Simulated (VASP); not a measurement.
# Gd (P6_3/mmc) in VASP: single point with LDA

Aim: the single point of Gd with LDA.

Everything below comes from runs of VASP 6.6.1. Logs are shortened: lines on timing, memory, paths and dates and some standing lists are left out, and cuts for length are marked.

## (1) The cell of the first run

The structure is hexagonal, space group P6_3/mmc (No. 194). Conventional cell: a = 3.713 Å, b = 3.713 Å, c = 6.017 Å, α = 90.00°, β = 90.00°, γ = 120.00°. Within 4.9 Å of Gd (site symmetry -6m2) lie 12 Gd at 3.69 to 3.71 Å.

## (2) Single point, LDA, collinear spin, ferromagnetic start (35.93 Å³/atom)

INCAR

```
SYSTEM = Gd
ALGO = Normal
EDIFF = 1E-6
ENCUT = 520
GGA = CA
ISIF = 2
ISMEAR = -1
ISPIN = 2
LASPH = .True.
LCHARG = .True.
LELF = .True.
LMAXMIX = 6
LORBIT = 11
LREAL = .False.
LVHAR = .True.
LWAVE = .False.
MAGMOM = 7 7
NBANDS = 29
NELM = 150
PREC = Accurate
SIGMA = 0.03
```

KPOINTS

```
k-points
0
Gamma
  12 12 6
  0 0 0
```

POSCAR

```
Gd
1.0
    3.7133611663      0.0000000000      0.0000000000
   -1.8566805832      3.2158651035      0.0000000000
    0.0000000000      0.0000000000      6.0174645942
Gd
2
Direct
    0.3333333333      0.6666666667      0.2500000000
    0.6666666667      0.3333333333      0.7500000000
```

Potentials or basis: VASP PAW PBE potentials, release 64 (Gd).

Launch:

```sh
cat potpaw_PBE.64/Gd/POTCAR > POTCAR
mpirun -np 1 vasp_std > vasp.out
```

OUTCAR:

```text
SYSTEM = Gd
   EDIFF = 1E-6
   ENCUT = 520
   GGA = CA
   ISIF = 2
   ISMEAR = -1
   ISPIN = 2
   LASPH = .True.
   LORBIT = 11
   LREAL = .False.
   NELM = 150
   PREC = Accurate

 ion  position               nearest neighbor table
   1  0.333  0.667  0.250-
   2  0.667  0.333  0.750-

  LATTYP: Found a hexagonal cell.
 ALAT       =     3.7133611663
 C/A-ratio  =     1.6204899886

  Lattice vectors:

 A1 = (   3.7133611663,   0.0000000000,   0.0000000000)
 A2 = (  -1.8566805832,   3.2158651035,   0.0000000000)
 A3 = (   0.0000000000,   0.0000000000,   6.0174645942)

Analysis of symmetry for initial positions (statically):
=====================================================================
 Subroutine PRICEL returns:
 Original cell was already a primitive cell.

 Routine SETGRP: Setting up the symmetry group for a
 hexagonal supercell.

 Subroutine GETGRP returns: Found 24 space group operations
 (whereof 12 operations were pure point group operations)
 out of a pool of 24 trial point group operations.

The static configuration has the point symmetry D_3d.
 The point group associated with its full space group is D_6h.

Analysis of symmetry for dynamics (positions and initial velocities):
=====================================================================
 Subroutine PRICEL returns:
 Original cell was already a primitive cell.

 Routine SETGRP: Setting up the symmetry group for a
 hexagonal supercell.

 Subroutine GETGRP returns: Found 24 space group operations
 (whereof 12 operations were pure point group operations)
 out of a pool of 24 trial point group operations.

The dynamic configuration has the point symmetry D_3d.
 The point group associated with its full space group is D_6h.

Analysis of structural, dynamic, and magnetic symmetry:
=====================================================================
 Subroutine PRICEL returns:
 Original cell was already a primitive cell.

 Routine SETGRP: Setting up the symmetry group for a
 hexagonal supercell.

 Subroutine GETGRP returns: Found 24 space group operations
 (whereof 12 operations were pure point group operations)
 out of a pool of 24 trial point group operations.

The overall configuration has the point symmetry D_3d.
 The point group associated with its full space group is D_6h.

 Subroutine INISYM returns: Found 24 space group operations
[... 117 lines left out ...]
     AMIX_MAG =   1.60;   BMIX_MAG =  1.00
  volume/ion in A,a.u.               =      35.93       242.46
  Fermi-wavevector in a.u.,A,eV,Ry     =   1.300218  2.457056 23.001555  1.690567
  Thomas-Fermi vector in A             =   2.431431
   LORBIT       =     11    0 simple, 1 ext, 2 COOP (PROOUT), +10 PAW based schemes
   GGA     = CA    functional components
   LHFCALC =     F    Hartree Fock is set to
   AEXX    =    0.0000 exact exchange contribution
   IVDW    =     0    specifies the selected vdW correction
   LEPSILON=     F    determine dielectric tensor
   LRPA    =     F    only Hartree local field effects (RPA)
 spin polarized calculation
  energy-cutoff  :      520.00
  volume of cell :       71.86
 maximum number of plane-waves:      1960
 NGX is ok and might be reduce to    28
   NGX = 13   NGY = 13   NGZ = 23

 number of electron      35.9999982 magnetization      15.0158649

 Free energy of the ion-electron system (eV)
  ---------------------------------------------------
  ext. energy  EPLUGINS =         0.00000000
  ---------------------------------------------------
  free energy    TOTEN  =       -23.07964398 eV

  energy without entropy =      -23.05980753  energy(sigma->0) =      -23.06972575

 E-fermi :   2.2776     XC(G=0):  -9.8802

 val. band max:        2.2696509791   @ k =   0.1667   0.1667   0.3333
 cond. band min:       2.2782834757   @ k =   0.1667   0.0833   0.3333
 fundamental gap:      0.0086324966
 Fermi energy:         2.2775895168

 spin component 1

 k-point     1 :       0.0000    0.0000    0.0000
  band No.  band energies     occupation
      1     -42.6058      1.00000
      2     -42.5591      1.00000
      3     -20.4590      1.00000
      4     -19.9804      1.00000
      5     -19.9804      1.00000
      6     -19.9028      1.00000
[... 757 lines left out ...]
     28       3.6413      0.00000
     29       3.8250      0.00000

 [... further k-points ...]

 spin component 2

 k-point     1 :       0.0000    0.0000    0.0000
  band No.  band energies     occupation
      1     -39.6910      1.00000
      2     -39.6325      1.00000
      3     -18.3481      1.00000
      4     -17.7551      1.00000
      5     -17.7551      1.00000
      6     -17.6647      1.00000
[... 757 lines left out ...]
     28       4.6389      0.00000
     29       4.8062      0.00000

 [... further k-points ...]

------------------------ aborting loop because EDIFF is reached ----------------------------------------

  FORCE on cell =-STRESS in cart. coord.  units (eV):
  Direction    XX          YY          ZZ          XY          YZ          ZX
  --------------------------------------------------------------------------------------
  -------------------------------------------------------------------------------------
  Total       -2.3840187     -2.3840187     -2.6969830      0.0000000      0.0000000      0.0000000
  in kB      -53.1547008    -53.1547008    -60.1326357      0.0000000      0.0000000      0.0000000
  external PRESSURE =     -55.4806791 kB  Pullay stress =       0.0000000 kB

 VOLUME and BASIS-vectors are now :
 -----------------------------------------------------------------------------
  energy-cutoff  :      520.00
  volume of cell :       71.86
      direct lattice vectors                 reciprocal lattice vectors
     3.713361166  0.000000000  0.000000000     0.269297802  0.155479158  0.000000000
    -1.856680583  3.215865104  0.000000000     0.000000000  0.310958317  0.000000000
     0.000000000  0.000000000  6.017464594     0.000000000  0.000000000  0.166182947

 POSITION                                       TOTAL-FORCE (eV/Angst)
 -----------------------------------------------------------------------------------
     -0.00000      2.14391      1.50437         0.000000     -0.000000      0.000000
      1.85668      1.07196      4.51310        -0.000000      0.000000      0.000000
 -----------------------------------------------------------------------------------
    total drift:                               -0.000000      0.000000     -0.000000

  FREE ENERGIE OF THE ION-ELECTRON SYSTEM (eV)
  ---------------------------------------------------
  free  energy   TOTEN  =       -23.0796439780 eV

  energy  without entropy=      -23.0598075282  energy(sigma->0) =      -23.06972575

 total charge

# of ion       s       p       d       f       tot
--------------------------------------------------
    1        2.067   5.532   0.525   7.039  15.163
    2        2.067   5.532   0.525   7.039  15.163
--------------------------------------------------
tot          4.135  11.064   1.050  14.077  30.325

 magnetization (x)

# of ion       s       p       d       f       tot
--------------------------------------------------
    1        0.004  -0.035   0.200   6.753   6.923
    2        0.004  -0.035   0.200   6.753   6.923
--------------------------------------------------
tot          0.008  -0.070   0.400  13.507  13.846
```

It took 19 min on 1 thread of AMD EPYC 7R43 (Zen 3), shared host; peak memory 0.32 GiB.

What came out:

```yaml
Free_energy: -23.0796 eV
Pressure: -5.5 GPa
Net_moment: 15.02 μB per cell
Site_moments: Gd +6.92 μB
Valence_electrons_inside_the_program's_atomic_spheres: Gd 15.16
```

Stress tensor (GPa, compression positive):
```
-5.32  0.00  0.00
 0.00 -5.32  0.00
 0.00  0.00 -6.01
```

Levels at points of the mesh, in eV from the Fermi level:
Spin up:
| k point | band 24 | band 25 | band 26 | band 27 | band 28 | band 29 |
| --- | --- | --- | --- | --- | --- | --- |
| (0.00, 0.00, 0.00) | -2.26 | 0.85 | 1.36 | 1.36 | 1.36 | 1.89 |
| (0.50, 0.00, 0.00) | -1.49 | -1.11 | -0.03 | 1.02 | 1.17 | 1.61 |
| (0.00, 0.00, 0.50) | -3.44 | 0.51 | 0.51 | 1.30 | 1.30 | 1.30 |
| (0.50, 0.00, 0.50) | -1.94 | -0.31 | -0.31 | 1.39 | 1.39 | 2.50 |
Spin down:
| k point | band 6 | band 7 | band 8 | band 9 | band 10 | band 11 | band 12 | band 13 | band 14 | band 15 |
| --- | --- | --- | --- | --- | --- | --- | --- | --- | --- | --- |
| (0.00, 0.00, 0.00) | -19.94 | -19.94 | -19.94 | -4.10 | -1.47 | 0.15 | 0.18 | 0.22 | 0.28 | 0.28 |
| (0.50, 0.00, 0.00) | -20.18 | -20.11 | -20.03 | -1.14 | -0.75 | -0.44 | 0.18 | 0.24 | 0.28 | 0.28 |
| (0.00, 0.00, 0.50) | -19.99 | -19.99 | -19.99 | -2.69 | -2.69 | 0.10 | 0.10 | 0.25 | 0.25 | 0.27 |
| (0.50, 0.00, 0.50) | -20.12 | -20.11 | -20.11 | -1.23 | -1.23 | 0.10 | 0.10 | 0.26 | 0.26 | 0.29 |

Caveat: the cell stands under tension; the PAW data sets were made with another functional, which shifts forces and pressure a little; spin-orbit coupling is left out, which moves the levels of the heavy elements; semilocal functionals describe open f shells poorly, which spoils levels, moments and volumes. The state reached can hang on the start; a lower one may exist.
